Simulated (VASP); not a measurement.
# Ru (P-1) in VASP: notebook, part 2 of 2

VASP 6.6.1. The steps go on from the part before.

## 3. Electric field gradients, PBE (equal xy, yz and zx shear strains of +1.5 %)

INCAR reads:

```
PREC = Accurate
ENCUT = 400
EDIFF = 1E-8
ISMEAR = -1
SIGMA = 0.03
LREAL = False
LASPH = True
NELM = 120
ALGO = Normal
ISIF = 2
LWAVE = False
LCHARG = False
GGA = PE
LEFG = True
NBANDS = 21
GGA_COMPAT = False
```

KPOINTS reads:

```
regular mesh
0
Gamma
  14 14 8
```

POSCAR reads:

```
Ru
1.0
    2.7057993342      0.0202934950      0.0202934950
   -1.3353249849      2.3331442135      0.0074279347
    0.0321142500      0.0321142500      4.2819000000
Ru
2
Direct
    0.3333333333      0.6666666667      0.2500000000
    0.6666666667      0.3333333333      0.7500000000
```

Potentials or basis: VASP PAW PBE potentials, release 64 (Ru_pv).

The run is started by

```sh
> cat potpaw_PBE.64/Ru_pv/POTCAR > POTCAR
> mpirun -np 1 vasp_std > vasp.out
```

OUTCAR:

```text
PREC = Accurate
   ENCUT = 400
   EDIFF = 1E-8
   ISMEAR = -1
   LREAL = False
   LASPH = True
   NELM = 120
   ISIF = 2
   GGA = PE

 ion  position               nearest neighbor table
   1  0.333  0.667  0.250-   2 2.63   2 2.63   2 2.64   2 2.65   2 2.67   2 2.68
   2  0.667  0.333  0.750-   1 2.63   1 2.63   1 2.64   1 2.65   1 2.67   1 2.68

  LATTYP: Found a triclinic cell.
 ALAT       =     2.7235340034
 B/A-ratio  =     2.3134324065
 C/A-ratio  =     0.9935442435
 COS(alpha) =     0.0009669780
 COS(beta)  =     0.5097255823
 COS(gamma) =     0.6317194118

[... 792 lines left out ...]
  ---------------------------------------------------
  free  energy   TOTEN  =       -18.4466988023 eV

  energy  without entropy=      -18.4400748236  energy(sigma->0) =      -18.44338681

 Electric field gradients (V/A^2)
---------------------------------------------------------------------
 ion       V_xx      V_yy      V_zz      V_xy      V_xz      V_yz
---------------------------------------------------------------------
   1       6.306     6.842   -13.148     1.927     3.235     3.258
   2       6.306     6.842   -13.148     1.927     3.235     3.258
---------------------------------------------------------------------

 Electric field gradients after diagonalization (V/A^2)
 (convention: |V_zz| > |V_xx| > |V_yy|)
----------------------------------------------------------------------
 ion       V_xx      V_yy      V_zz     asymmetry (V_yy - V_xx)/ V_zz
----------------------------------------------------------------------
   1       9.449     4.632   -14.081       0.342
   2       9.449     4.632   -14.081       0.342
----------------------------------------------------------------------

           NMR quadrupolar parameters

 Cq : quadrupolar parameter    Cq=e*Q*V_zz/h
 eta: asymmetry parameters     (V_yy - V_xx)/ V_zz
 Q  : nuclear electric quadrupole moment in mb (millibarn)
----------------------------------------------------------------------
 ion       Cq(MHz)       eta       Q (mb)
----------------------------------------------------------------------
   1      -0.034       0.342       1.000
   2      -0.034       0.342       1.000
----------------------------------------------------------------------
```

OSZICAR:

```text
N       E                     dE             d eps       ncg     rms          rms(c)
DAV:   1     0.246654404798E+03    0.24665E+03   -0.15288E+04 33472   0.123E+03
DAV:   2    -0.149098364927E+02   -0.26156E+03   -0.25324E+03 34016   0.398E+02
DAV:   3    -0.197519871268E+02   -0.48422E+01   -0.48180E+01 39076   0.610E+01
DAV:   4    -0.197886717546E+02   -0.36685E-01   -0.36632E-01 40808   0.517E+00
DAV:   5    -0.197891953717E+02   -0.52362E-03   -0.51980E-03 38441   0.524E-01    0.178E+01
DAV:   6    -0.185310716054E+02    0.12581E+01   -0.28299E+00 38381   0.164E+01    0.481E+00
DAV:   7    -0.184545581458E+02    0.76513E-01   -0.43179E-01 38116   0.487E+00    0.104E+00
DAV:   8    -0.184471397357E+02    0.74184E-02   -0.16671E-02 36146   0.108E+00    0.352E-01
DAV:   9    -0.184466933361E+02    0.44640E-03   -0.79469E-04 37748   0.298E-01    0.338E-02
DAV:  10    -0.184467018579E+02   -0.85218E-05   -0.55399E-05 37576   0.747E-02    0.191E-02
DAV:  11    -0.184466988675E+02    0.29904E-05   -0.81420E-06 37491   0.272E-02    0.109E-03
DAV:  12    -0.184466987805E+02    0.86955E-07   -0.76363E-08 38366   0.246E-03    0.760E-04
DAV:  13    -0.184466988098E+02   -0.29272E-07   -0.16801E-09 23943   0.402E-04    0.143E-04
DAV:  14    -0.184466988023E+02    0.75424E-08   -0.28131E-10 21458   0.147E-04
   1 F= -.18446699E+02 E0= -.18443387E+02  d E =-.662398E-02
```

stdout:

```text
POSCAR found type information on POSCAR Ru
 POSCAR found :  1 types and       2 ions
 scaLAPACK will be used
 LDA part: xc-table for (Slater+PW92), standard interpolation
 POSCAR, INCAR and KPOINTS ok, starting setup
 FFT: planning ... GRIDC
 FFT: planning ... GRID_SOFT
 FFT: planning ... GRID
 WAVECAR not read
 entering main loop
ion   1
     0.0000541     0.0732238    -0.1757913    -0.7291169    -0.1764557     0.0094613
     0.0000746     0.0732238    -0.1757913    -0.7291169    -0.1764557     0.0094613
     0.0001027     0.0732238    -0.1757913    -0.7291169    -0.1764557     0.0094613
     0.0001414     0.0732238    -0.1757913    -0.7291169    -0.1764557     0.0094613

     0.0000541    -1.8348170    -3.0741715    10.4935987    -3.0529784     0.2451664
     0.0000746    -1.8347974    -3.0741911    10.4926255    -3.0530002     0.2451552
     0.0001027    -1.8347761    -3.0742316    10.4910771    -3.0530441     0.2451373
     0.0001414    -1.8347591    -3.0743112    10.4886248    -3.0531293     0.2451086

ion   2
     0.0000541     0.0732238    -0.1757913    -0.7291169    -0.1764557     0.0094613
     0.0000746     0.0732238    -0.1757913    -0.7291169    -0.1764557     0.0094613
     0.0001027     0.0732238    -0.1757913    -0.7291169    -0.1764557     0.0094613
     0.0001414     0.0732238    -0.1757913    -0.7291169    -0.1764557     0.0094613

     0.0000541    -1.8348170    -3.0741715    10.4935987    -3.0529784     0.2451664
     0.0000746    -1.8347974    -3.0741911    10.4926255    -3.0530002     0.2451552
     0.0001027    -1.8347761    -3.0742316    10.4910771    -3.0530441     0.2451373
     0.0001414    -1.8347591    -3.0743112    10.4886248    -3.0531293     0.2451086
```

Run time: 4.9 min. Hardware: 1 thread of Intel Xeon Platinum 8259CL at 2.50GHz (Skylake/Cascade Lake), shared host; peak memory 0.33 GiB.

Results:

- Free energy: -18.4467 eV
- Pressure: 3.8 GPa
- Largest force: 0.057 eV/Å
- Band gap on the k mesh: zero (bands 14 and 15 overlap by 3.17 eV)
- Largest electric field gradient by atom: Ru -14.1 V/Å²

Forces in eV/Å, atoms in the order of the input:
```
Ru  -0.056 -0.002  0.011
Ru   0.056  0.002 -0.011
```

Stress tensor (GPa, compression positive):
```
 4.30 -2.95 -2.90
-2.95  4.27 -2.91
-2.90 -2.91  2.71
```

Levels at points of the mesh, in eV from the Fermi level:
```
           k point  band 11  band 12  band 13  band 14  band 15  band 16  band 17  band 18
(0.00, 0.00, 0.00)    -2.43    -2.03    -1.78    -1.39    -1.34     1.15     1.23     1.31
(0.50, 0.00, 0.00)    -2.10    -1.83    -1.56     1.41     1.82     1.96     4.02     6.05
(0.00, 0.50, 0.00)    -2.07    -1.78    -1.49     1.44     1.84     1.93     4.08     6.15
(0.50, 0.50, 0.00)    -2.05    -1.73    -1.41     1.47     1.88     1.90     4.15     6.24
(0.00, 0.00, 0.50)    -2.67    -2.67    -2.63    -2.62     0.41     0.47     0.65     0.70
(0.50, 0.00, 0.50)    -1.02    -0.94     0.38     0.47     1.63     1.71     3.27     3.43
(0.00, 0.50, 0.50)    -1.07    -1.02     0.42     0.49     1.66     1.72     3.36     3.47
(0.50, 0.50, 0.50)    -1.12    -1.10     0.47     0.50     1.71     1.73     3.46     3.50
```

Electric field gradients, principal values (V/Å²):
```tsv
atom	least	middle	greatest (by size)
1 Ru	4.632	9.449	-14.081
2 Ru	4.632	9.449	-14.081
```

Caveat: the cell differs from its parent crystal (equal xy, yz and zx shear strains of +1.5 %); the cell stands under pressure; without QUAD_EFG the Cq values of the log hold for a quadrupole moment of 1 mb, not for the nuclei.
